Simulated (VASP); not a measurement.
Crystal: SiTe.

```
Si Te
1.0
     3.71434    0.00000    0.00000
    -1.85717    3.21671    0.00000
     0.00000    0.00000    4.97637
Si Te
1 1
Direct
  0.00000 0.00000 0.50000
  0.00000 0.00000 0.00000
```

* Program: VASP 6.6.1
* Task: relaxation of cell and atoms
* Functional: PBEsol
* Dispersion: D4
* Potentials or basis: VASP PAW PBE potentials, release 64 (Si, Te)
* Cutoff: 600 eV
* k mesh: 8 × 8 × 6
* Occupations: fermi-dirac, width 0.05 eV
* Spin: no spin polarisation

At the start: pressure -2.3 GPa; volume 29.73 Å³/atom.

Q: How do energy, volume and symmetry change on relaxing?

A: Over 12 steps the energy falls by 555.4 meV/atom and the volume is 22.72 Å³/atom (-23.6 %); space group P6/mmm (No. 191, to 0.05 Å).

The path:
| step | energy change (eV) | largest force (eV/Å) | pressure (GPa) | volume (Å³) |
| --- | --- | --- | --- | --- |
| 1 | 0.0000 | 0.0000 | -2.32 | 59.46 |
| 2 | -0.3427 | 0.0000 | -3.87 | 55.69 |
| 3 | -0.9656 | 0.0000 | 3.29 | 43.87 |
| 4 | -1.0601 | 0.0000 | -3.88 | 48.55 |
| 5 | -1.0940 | 0.0000 | -2.38 | 46.98 |
| 6 | -1.0742 | 0.0000 | 4.14 | 42.78 |
| 7 | -1.1064 | 0.0000 | 0.22 | 45.38 |
| 8 | -1.1065 | 0.0000 | 0.24 | 45.34 |
| 9 | -1.1108 | 0.0000 | 0.16 | 45.36 |
| 10 | -1.1108 | 0.0000 | 0.15 | 45.36 |
| 11 | -1.1108 | 0.0000 | -0.14 | 45.53 |
| 12 | -1.1109 | 0.0000 | 0.00 | 45.45 |

Final structure:
```yaml
crystal:
  lattice:
    - [3.10426, 0.00000, 0.00000]
    - [-1.55213, 2.68837, 0.00000]
    - [0.00000, 0.00000, 5.44557]
  atoms:
    - { symbol: Si, position: [0.00000, 0.00000, 0.50000] }
    - { symbol: Te, position: [0.00000, 0.00000, 0.00000] }
```

Caveat: the volume moved by over 15 % at a fixed basis, so the end points are rough; the PAW data sets were made with another functional, which shifts forces and pressure a little.
